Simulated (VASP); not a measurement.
Crystal: Ga2S.

```
Ga S
1.0
     2.15729   -3.14443    0.00000
     2.15729    3.14443    0.00000
     0.00000    0.00000    4.60435
Ga S
2 1
Direct
  0.00000 0.50000 0.35284
  0.50000 0.00000 0.64716
  0.00000 0.00000 0.00000
```

The cell was generated, and may not be a known phase.

- Program: VASP 6.6.1
- Task: relaxation of cell and atoms
- Functional: PBE
- Potentials or basis: VASP PAW PBE potentials, release 64 (Ga_d, S)
- Cutoff: 600 eV
- k mesh: 10 × 10 × 8
- Occupations: gaussian, width 0.1 eV
- Spin: no spin polarisation

At the start: pressure 0.8 GPa; volume 20.82 Å³/atom.

Task: Where does the relaxation end?

Result: Over 17 steps the energy falls by 5.6 meV/atom and the volume is 21.05 Å³/atom (+1.1 %); space group C222 (No. 21, to 0.1 Å) before and after.

Step by step:
```
step  energy change (eV)  largest force (eV/Å)  pressure (GPa)  volume (Å³)
   1              0.0000                0.0200            0.82        62.47
   2             -0.0062                0.0109            0.01        63.44
   3             -0.0072                0.0357           -0.49        64.09
   4             -0.0111                0.0063           -0.36        63.93
   5             -0.0146                0.0397           -0.09        63.62
   6             -0.0147                0.0492           -0.21        63.55
   7             -0.0163                0.0055           -0.01        63.08
   8             -0.0165                0.0168            0.27        62.84
   9             -0.0165                0.0075            0.06        62.94
  10             -0.0165                0.0107            0.11        62.91
  11             -0.0165                0.0132            0.16        62.89
  12             -0.0165                0.0347           -0.20        63.13
  13             -0.0166                0.0266            0.02        63.04
  14             -0.0166                0.0265           -0.04        63.05
  15             -0.0166                0.0272            0.03        63.04
  16             -0.0167                0.0109           -0.04        63.12
  17             -0.0167                0.0067           -0.05        63.14
```

Final structure:
```cif
data_structure
_symmetry_space_group_name_H-M 'P 1'
_symmetry_Int_Tables_number 1
_cell_length_a 3.7311
_cell_length_b 3.7311
_cell_length_c 4.7627
_cell_angle_alpha 90.000
_cell_angle_beta 90.000
_cell_angle_gamma 107.756
_cell_volume 63.14
loop_
_atom_site_label
_atom_site_type_symbol
_atom_site_fract_x
_atom_site_fract_y
_atom_site_fract_z
_atom_site_occupancy
Ga1 Ga 0.00000 0.50000 0.35256 1
Ga2 Ga 0.50000 0.00000 0.64744 1
S1 S 0.00000 0.00000 0.00000 1
```
